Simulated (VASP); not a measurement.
Write the native input for VASP 6.6.1 that does the following.

```yaml
Task: single point
Functional: PBE
Potentials_or_basis: VASP PAW PBE potentials, release 64 (Ge_d, P)
Cutoff: 520 eV
k_mesh: 4 × 4 × 4
Occupations: gaussian, width 0.1 eV
Spin: no spin polarisation
Dipole_correction: no
Further_INCAR_settings: ALGO = Normal; EDIFF = 1e-06; NBANDS = 28
```

The structure of GeP5 lies in POSCAR:

```
GeP5
1.0
    0.0000000000      3.8175785900      3.8175785900
    3.8175785900      0.0000000000      3.8175785900
    3.8175785900      3.8175785900      0.0000000000
Ge P
1 5
Direct
    0.0000000000      0.0000000000      0.0000000000
    0.7500000000      0.7500000000      0.7500000000
    0.3750000000      0.3750000000      0.8750000000
    0.3750000000      0.8750000000      0.3750000000
    0.8750000000      0.3750000000      0.3750000000
    0.3750000000      0.3750000000      0.3750000000
```

The cell was generated, and may not be a known phase.

One way to write it, as run:

INCAR

```
PREC = Accurate ; ENCUT = 520
EDIFF = 1E-6 ; ISMEAR = 0
SIGMA = 0.1 ; LREAL = False
LASPH = True ; NELM = 60
ALGO = Normal ; ISIF = 2
LWAVE = False ; LCHARG = False
GGA = PE ; NBANDS = 28
```

KPOINTS

```
regular mesh
0
Gamma
  4 4 4
```

Potentials or basis: VASP PAW PBE potentials, release 64 (Ge_d, P).

Launch:

```sh
$ cat potpaw_PBE.64/Ge_d/POTCAR potpaw_PBE.64/P/POTCAR > POTCAR
$ mpirun -np 1 vasp_std > vasp.out
```

Results of the run:

- Pressure: -10.1 GPa
- Band gap on the k mesh: zero (an odd number of electrons rules out a gap without spin polarisation)

Caveat: the cell stands under tension; an odd number of electrons without spin polarisation forces a metal; a magnetic or distorted state may lie lower.

It took 50 s on 1 thread of Intel Xeon 8259CL, with other jobs on the host, peak memory 0.23 GiB.
